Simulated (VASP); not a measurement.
## BN: relaxation of cell and atoms with r2SCAN

Crystal: BN.

```xyz
4
Lattice="2.5009 0.0000 0.0000 -1.2505 2.1659 0.0000 0.0000 0.0000 6.8743" Properties=species:S:1:pos:R:3 pbc="T T T"
B     0.0000    1.4439    1.7186
B     1.2505    0.7220    5.1557
N     0.0000    1.4439    5.1557
N     1.2505    0.7220    1.7186
```

* Program: VASP 6.6.1
* Task: relaxation of cell and atoms
* Functional: r2SCAN
* Potentials or basis: VASP PAW PBE potentials, release 64 (B, N)
* Cutoff: 600 eV
* k mesh: 12 × 12 × 4
* Occupations: gaussian, width 0.02 eV
* Spin: no spin polarisation
* Dipole correction: no
* Further INCAR settings: ALGO = Normal; EDIFF = 1e-07; IBRION = 2; EDIFFG = -0.005; NSW = 100; ISIF = 3

| Quantity | Value |
| --- | --- |
| Relaxed volume | 9.31 Å³/atom |
| Relaxed cell | a = 2.503 Å, b = 2.503 Å, c = 6.867 Å, α = 90.00°, β = 90.00°, γ = 120.00° |
| Space group after relaxing (to 0.1 Å) | P6_3/mmc (No. 194) |
| Energy gained by relaxing | 0.0 meV/atom |
| Ionic steps | 6 |
| Pressure after relaxing | 0.0 GPa |
| Band gap on the k mesh | 4.92 eV (least direct gap 5.37 eV) |

Stress tensor (GPa, compression positive):
```
-0.01  0.00  0.00
 0.00 -0.01  0.00
 0.00  0.00 -0.08
```

The path:
```
step  energy change (eV)  largest force (eV/Å)  pressure (GPa)  volume (Å³)
   1              0.0000                0.0000            0.42        37.24
   2              0.0003                0.0000           -0.95        37.37
   3             -0.0001                0.0000           -0.03        37.28
   4             -0.0001                0.0000           -0.04        37.28
   5             -0.0001                0.0000           -0.04        37.27
   6             -0.0001                0.0000           -0.03        37.24
```

Final structure:
```yaml
crystal:
  lattice:
    - [2.50255, 0.00000, 0.00000]
    - [-1.25127, 2.16727, 0.00000]
    - [0.00000, 0.00000, 6.86653]
  atoms:
    - { symbol: B, position: [0.33333, 0.66667, 0.25000] }
    - { symbol: B, position: [0.66667, 0.33333, 0.75000] }
    - { symbol: N, position: [0.33333, 0.66667, 0.75000] }
    - { symbol: N, position: [0.66667, 0.33333, 0.25000] }
```

Levels at points of the mesh, in eV from the valence-band top:
```
           k point  band 4  band 5  band 6  band 7  band 8  band 9  band 10  band 11  band 12
(0.00, 0.00, 0.00)   -4.39   -1.35   -1.35   -1.32   -1.32    5.40    10.62    12.33    12.33
(0.50, 0.00, 0.00)   -9.21   -4.29   -4.24   -1.35   -0.51    4.92     6.19    10.19    10.71
(0.00, 0.00, 0.50)   -5.41   -1.34   -1.34   -1.34   -1.34    7.71     7.71    12.38    12.38
(0.50, 0.00, 0.50)   -9.24   -4.26   -4.26   -0.92   -0.92    5.36     5.36    10.63    10.63
```

It took 4.8 min on 1 thread of Intel(R) Xeon(R) 6975P-C (Granite Rapids), on a shared host, peak memory 0.17 GiB.

Caveat: the PAW data sets were made with another functional, which shifts forces and pressure a little. A k mesh can miss the band edges.
